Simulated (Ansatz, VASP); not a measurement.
Two plane-wave programs on MgI2

File INCAR:

```
ALGO = Normal
EDIFF = 1E-6
ENCUT = 600
GGA = PS
GGA_COMPAT = F
ISIF = 2
ISMEAR = 0
LASPH = T
LCHARG = F
LREAL = F
LWAVE = F
NBANDS = 15
NELM = 120
PREC = Accurate
SIGMA = 0.01
```

KPOINTS

```
k-points
0
Gamma
  6 6 6
```

POSCAR

```
MgI2
1.0
    2.0786779714      1.2001252863      6.8923459914
   -2.0786779714      1.2001252863      6.8923459914
    0.0000000000     -2.4002505727      6.8923459914
Mg I
1 2
Direct
    0.0000000000      0.0000000000      0.0000000000
    0.2526882644      0.2526882644      0.2526882644
    0.7473117356      0.7473117356      0.7473117356
```

Input for Ansatz:

```yaml
crystal:
  lattice:
    - [2.0786779714, 1.2001252863, 6.8923459914]
    - [-2.0786779714, 1.2001252863, 6.8923459914]
    - [0.0, -2.4002505727, 6.8923459914]
  atoms:
    - { symbol: Mg, position: [0.0, 0.0, 0.0] }
    - { symbol: I, position: [0.2526882644, 0.2526882644, 0.2526882644] }
    - { symbol: I, position: [0.7473117356, 0.7473117356, 0.7473117356] }
kpoints:
  mp_grid: { grid: [6, 6, 6] }
hamiltonian:
  xc: pbesol
scf:
  occupations: { method: fixed }
  n_extra_bands: 4
  mixing: { ndim: 1 }
  max_iter: 84
output:
  forces: true
  stress: true
  eigenvalues: true
```

Alike in both runs: task single point; functional PBEsol; k mesh 6 × 6 × 6; no spin polarisation.

|  | VASP | Ansatz |
| --- | --- | --- |
| version | VASP 6.6.1 | Ansatz 0.2.0 |
| potentials or method | VASP PAW PBE potentials, release 64 (Mg, I) | plane waves |
| plane-wave cutoff (eV) | 600 | 420 |
| occupations | gaussian, width 0.01 eV | fixed |
| valence electrons in the cell | 16 | 44 |

Ansatz gave:

```
gap on the k mesh at the Fermi level (eV)                     : 3.21
pressure (GPa)                                                : -0.3
traceless stress, the component that is largest in VASP (GPa) : 0.22
rms of the force components (eV/Å)                            : 0.030
```

**Question.** Estimate VASP's values.

**Answer.** gap on the k mesh at the Fermi level (eV): 3.19; pressure (GPa): -0.3; traceless stress, the component that is largest in VASP (GPa): 0.22; rms of the force components (eV/Å): 0.032.

VASP's potentials were made for PBE, not for PBEsol. Atom by atom the forces differ by 0.002 eV/Å (rms over components). VASP's potentials hold 16 valence electrons a cell and Ansatz's 44, so a difference there can come from the potentials and not from the codes.

Neither program's run includes spin-orbit coupling.
